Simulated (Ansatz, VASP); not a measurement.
# Two plane-wave programs on AlN

Contents of POSCAR:

```
AlN
1.0
    1.1556245580      2.8890613950      2.8890613950
    2.8890613950      1.1556245580      2.8890613950
    2.8890613950      2.8890613950      1.1556245580
Al N
1 1
Direct
    0.0000000000      0.0000000000      0.0000000000
    0.7500000000      0.7500000000      0.7500000000
```

The input INCAR.step1:

```
  PREC = Accurate
  ENCUT = 520
  ISMEAR = 0
  SIGMA = 0.05
  LREAL = F
  LASPH = T
  NELM = 100
  NBANDS = 11
  GGA = PE
  ALGO = Normal
  EDIFF = 1E-4
  LWAVE = T
  LCHARG = F
```

INCAR.step2

```
  PREC = Accurate
  ENCUT = 520
  EDIFF = 1E-7
  ISMEAR = 0
  SIGMA = 0.05
  LREAL = F
  LASPH = T
  NELM = 100
  ALGO = Normal
  ISIF = 2
  LWAVE = F
  LCHARG = T
  METAGGA = R2SCAN
  LMIXTAU = T
  LELF = T
  LVHAR = T
  NBANDS = 11
  ISTART = 1
```

Contents of KPOINTS:

```
Automatic mesh
0
Gamma
  10 10 10
```

Input for Ansatz:

```yaml
crystal:
  lattice:
    - [1.155624558, 2.889061395, 2.889061395]
    - [2.889061395, 1.155624558, 2.889061395]
    - [2.889061395, 2.889061395, 1.155624558]
  atoms:
    - { symbol: Al, position: [0.0, 0.0, 0.0] }
    - { symbol: "N", position: [0.75, 0.75, 0.75] }
basis:
  ecutwfc: 500
kpoints:
  mp_grid: { grid: [10, 10, 10] }
hamiltonian:
  xc: r2scan
scf:
  occupations: { method: gaussian, width: 0.05 }
output:
  forces: true
  stress: true
  eigenvalues: true
```

Alike in both runs: task single point; functional r2SCAN; k mesh 10 × 10 × 10; occupations gaussian, width 0.05 eV; no spin polarisation.

|  | VASP | Ansatz |
| --- | --- | --- |
| version | VASP 6.6.1 | Ansatz 0.2.0 |
| potentials or method | VASP PAW PBE potentials, release 64 (Al, N), cutoff 520 eV | scalar-relativistic, plane waves, PAW |
| valence electrons in the cell | 8 | 8 |

Ansatz gave:

```
gap on the k mesh at the Fermi level (eV) : none
rms of the force components (eV/Å)        : 0.849
```

Problem. What did VASP give for the same quantities?

Solution. gap on the k mesh at the Fermi level (eV): none; rms of the force components (eV/Å): 0.922.

VASP's potentials were made for PBE, not for r2SCAN. Atom by atom the forces differ by 0.073 eV/Å (rms over components). A gap of «none» marks a metal or a gap that the smearing closes. With one functional, cell and mesh, what is left measures potentials, basis and numerics.
